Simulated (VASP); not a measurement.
Input of a VASP 6.6.1 run:

INCAR

```
SYSTEM = C32NO
PREC = Accurate
ENCUT = 1000
EDIFF = 1E-6
ISMEAR = -1
SIGMA = 0.05
LREAL = Auto
LASPH = .True.
NELM = 200
ALGO = Normal
ISIF = 2
LWAVE = .False.
LCHARG = .False.
ISPIN = 2
MAGMOM = 0 0 0 0 0 0 0 0 0 0 0 0 0 0 0 0 0 0 0 0 0 0 0 0 0 0 0 0 0 0 0 0 1 0
LORBIT = 11
GGA = CA
NBANDS = 96
GGA_COMPAT = .False.
NELMDL = -8
```

File KPOINTS:

```
regular mesh
0
Gamma
  1 1 1
  0 0 0
```

The input POSCAR:

```
C32NO
1.0
    9.8640000000      0.0000000000      0.0000000000
   -4.9320000000      8.5424750000      0.0000000000
    0.0000000000      0.0000000000     11.0000000000
C N O
32 1 1
Direct
   -0.0030826852     -0.0039774505      0.0858483735
    0.1635818155      0.0793575033      0.0858414217
   -0.0031202499      0.2460012490      0.0851691778
    0.1636116217      0.3293916925      0.0853521630
   -0.0030454988      0.4960867306      0.0855826527
    0.1635599740      0.5793662258      0.0856101937
   -0.0030794656      0.7460463279      0.0859002543
    0.1635752973      0.8293669778      0.0858977613
    0.2469082792     -0.0039704810      0.0859044330
    0.4135751277      0.0793817323      0.0858832744
    0.2469194960      0.2460502950      0.0856748750
    0.4136000036      0.3293938602      0.0858354844
    0.2469158414      0.4960987285      0.0855362530
    0.4135644142      0.5793943714      0.0857635980
    0.2468929847      0.7460213513      0.0858287493
    0.4135619964      0.8293702308      0.0858804381
    0.4968915581     -0.0039662127      0.0858877356
    0.6635508297      0.0793659471      0.0858199722
    0.4969165013      0.2460581909      0.0858813038
    0.6635711686      0.3293936116      0.0858457466
    0.4969160893      0.4960573272      0.0858443191
    0.6635842374      0.5793870838      0.0858967466
    0.4969037334      0.7460546374      0.0858750954
    0.6635620344      0.8293791569      0.0859046315
    0.7468768034     -0.0039724126      0.0858302449
    0.9135816219      0.0793914178      0.0856375748
    0.7469003618      0.2460561001      0.0856982162
    0.9135608410      0.3294049611      0.0854478893
    0.7469202022      0.4960554707      0.0858648969
    0.9136045045      0.5793857404      0.0858067994
    0.7469136958      0.7460539071      0.0859057908
    0.9135884391      0.8293741029      0.0859210313
    0.0679083572      0.3740669872      0.3341157494
    0.0301398686      0.2633406383      0.3903983530
```

Potentials or basis: VASP PAW LDA potentials, release 64 (C_h, N_h, O_h).

The run is started by

```bash
$ cat potpaw_LDA.64/C_h/POTCAR potpaw_LDA.64/N_h/POTCAR potpaw_LDA.64/O_h/POTCAR > POTCAR
$ mpirun -np 1 vasp_gam > vasp.out
```

Task: Estimate the site moments.

Result: C -0.00, +0.00 (each value once); N -0.30; O -0.20 μB.

Task: Predict the net moment.

Result: -1.00 μB per cell.

Forces on the atoms (eV/Å):
```
C    0.001 -0.001  0.000
C    0.000 -0.001  0.000
C   -0.001  0.001  0.001
C   -0.001  0.001  0.001
C   -0.001  0.000  0.000
C    0.000 -0.001  0.000
C    0.000  0.000  0.000
C    0.000  0.000  0.000
C    0.000  0.000  0.000
C    0.000  0.000  0.000
C    0.000  0.001  0.000
C    0.000  0.001  0.000
C    0.000  0.000  0.000
C   -0.001  0.000  0.000
C    0.000  0.000  0.000
C    0.000  0.000  0.000
C    0.000  0.000  0.000
C    0.001  0.000  0.000
C    0.000  0.001  0.000
C    0.000  0.000  0.000
C    0.000 -0.001  0.000
C    0.000  0.000  0.000
C    0.000  0.000  0.000
C    0.000  0.001  0.000
C   -0.001  0.000  0.000
C   -0.001  0.001  0.000
C    0.000  0.001  0.000
C   -0.001  0.000  0.000
C    0.000  0.000  0.000
C    0.001 -0.001  0.000
C    0.000  0.000  0.000
C    0.000  0.000  0.000
N   -0.069  0.373 -0.247
O    0.069 -0.376  0.243
```

Caveat: the k points lie up to 0.74 Å⁻¹ apart; there is no dipole correction, which matters where the two faces differ.
